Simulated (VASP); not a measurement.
A run of VASP 6.6.1 is set up as follows.

The input INCAR:

```
SYSTEM = Ga
  PREC = Accurate
  ENCUT = 520
  EDIFF = 1E-6
  ISMEAR = -1
  SIGMA = 0.03
  LREAL = .FALSE.
  LASPH = .TRUE.
  NELM = 60
  ALGO = Normal
  ISIF = 2
  LWAVE = .FALSE.
  LCHARG = .FALSE.
  GGA = PE
  NBANDS = 20
```

KPOINTS

```
Automatic mesh
0
G
  14 14 11
  0 0 0
```

POSCAR

```
Ga
1.0
    1.3553400000     -3.9459700000      0.0000000000
    1.3553400000      3.9459700000      0.0000000000
   -0.1151010000      0.0000000000      3.3299300000
Ga
2
Direct
    0.8690000000      0.1310000000      0.2500000000
    0.1310000000      0.8690000000      0.7500000000
```

Potentials or basis: VASP PAW PBE potentials, release 64 (Ga_d).

The run is started by

```sh
$ cat potpaw_PBE.64/Ga_d/POTCAR > POTCAR
$ mpirun -np 1 vasp_std > vasp.out
```

Task: What does it give for the band gap on the k mesh?

Result: Zero (bands 13 and 14 overlap by 8.25 eV).

Task: Predict the pressure.

Result: 4.6 GPa.

Task: What does it give for the largest force?

Result: 0.176 eV/Å.

Forces on the atoms (eV/Å):
```
Ga   0.000  0.176  0.000
Ga   0.000 -0.176  0.000
```

Caveat: the cell differs from its parent crystal (equal xx and yy strain of -2 %); the cell stands under pressure.
